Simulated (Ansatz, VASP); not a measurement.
**One calculation of H, two programs**

```
CELL_PARAMETERS angstrom
2.51716 0.00000 0.00000
0.00000 2.51716 0.00000
0.00000 0.00000 0.95598
ATOMIC_POSITIONS crystal
H 0.00000 0.00000 0.50000
```

Change from the starting cell: strain -0.050 along x and y, -0.025 along z, atoms carried along.

Alike in both runs: task single point; functional LDA; k mesh 10 × 10 × 26; occupations gaussian, width 0.05 eV; no spin polarisation.

|  | VASP | Ansatz |
| --- | --- | --- |
| version | VASP 6.6.1 | Ansatz 0.2.0 |
| potentials or method | VASP PAW LDA potentials, release 64 (H), cutoff 520 eV | scalar-relativistic, plane waves, PAW |
| valence electrons in the cell | 1 | 1 |

|  | VASP | Ansatz | Ansatz less VASP |
| --- | --- | --- | --- |
| gap on the k mesh at the Fermi level (eV) | none | none | - |
| pressure (GPa) | 5.1 | 5.3 | +0.15 |
| traceless stress, the component that is largest in VASP (GPa) | 9.32 | 8.95 | -0.372 |

LDA's correlation is that of Perdew and Zunger in VASP and of Perdew and Wang (1992) in Ansatz. A gap of «none» marks a metal or a gap that the smearing closes.
